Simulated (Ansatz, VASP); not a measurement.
## Mg: VASP beside Ansatz

```
Mg
1.0
     5.72225    0.00000    0.00000
     0.00000    5.72225    0.00000
     0.00000    0.00000    5.72225
Mg
8
Direct
  0.50000 0.50000 0.50000
  0.00000 0.00000 0.00000
  0.25000 0.00000 0.50000
  0.50000 0.25000 0.00000
  0.50000 0.75000 0.00000
  0.75000 0.00000 0.50000
  0.00000 0.50000 0.75000
  0.00000 0.50000 0.25000
```

Alike in both runs: functional PBE; k mesh 8 × 8 × 8; occupations gaussian, width 0.1 eV; no spin polarisation.

Ansatz relaxed the structure, and its values are those at the end. VASP's run is a single point on that final structure, the one shown.

|  | VASP | Ansatz |
| --- | --- | --- |
| version | VASP 6.6.1 | Ansatz 0.2.0 |
| potentials or method | VASP PAW PBE potentials, release 64 (Mg), cutoff 520 eV | scalar-relativistic, plane waves, PAW |
| valence electrons in the cell | 16 | 80 |

Ansatz gave:

- gap on the k mesh at the Fermi level (eV): none
- pressure (GPa): 0.0

Question: What did VASP give for the same quantities?

Answer: gap on the k mesh at the Fermi level (eV): none; pressure (GPa): -0.1.

A gap of «none» marks a metal or a gap that the smearing closes. VASP's potentials hold 16 valence electrons a cell and Ansatz's 80, so a difference there can come from the potentials and not from the codes.
